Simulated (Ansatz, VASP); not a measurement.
SiO2 in VASP and in Ansatz

```xyz
6
Lattice="-2.4732 2.4732 3.6564 2.4732 -2.4732 3.6564 2.4732 2.4732 -3.6564" Properties=species:S:1:pos:R:3 pbc="T T T"
Si    0.0000    0.0000    0.0000
Si    0.0000    2.4732    1.8282
O     1.2366    2.9588    2.7423
O     0.4856    1.2366    0.9141
O    -1.2366    1.9877    2.7423
O    -0.4856    3.7099    0.9141
```

Alike in both runs: functional r2SCAN; k mesh 8 × 8 × 8; occupations gaussian, width 0.02 eV; no spin polarisation.

Ansatz relaxed the structure, and its values are those at the end. VASP's run is a single point on that final structure, the one shown.

|  | VASP | Ansatz |
| --- | --- | --- |
| version | VASP 6.6.1 | Ansatz 0.2.0 |
| potentials or method | VASP PAW PBE potentials, release 64 (Si, O), cutoff 520 eV | scalar-relativistic, plane waves, PAW |
| valence electrons in the cell | 32 | 32 |

|  | VASP | Ansatz | Ansatz less VASP |
| --- | --- | --- | --- |
| gap on the k mesh at the Fermi level (eV) | 6.56 | 6.56 | +0.001 |
| least direct gap on the mesh (eV) | 6.56 | 6.56 | +0.001 |
| pressure (GPa) | 0.2 | 0.0 | -0.18 |

VASP's potentials were made for PBE, not for r2SCAN. With one functional, cell and mesh, what is left measures potentials, basis and numerics.
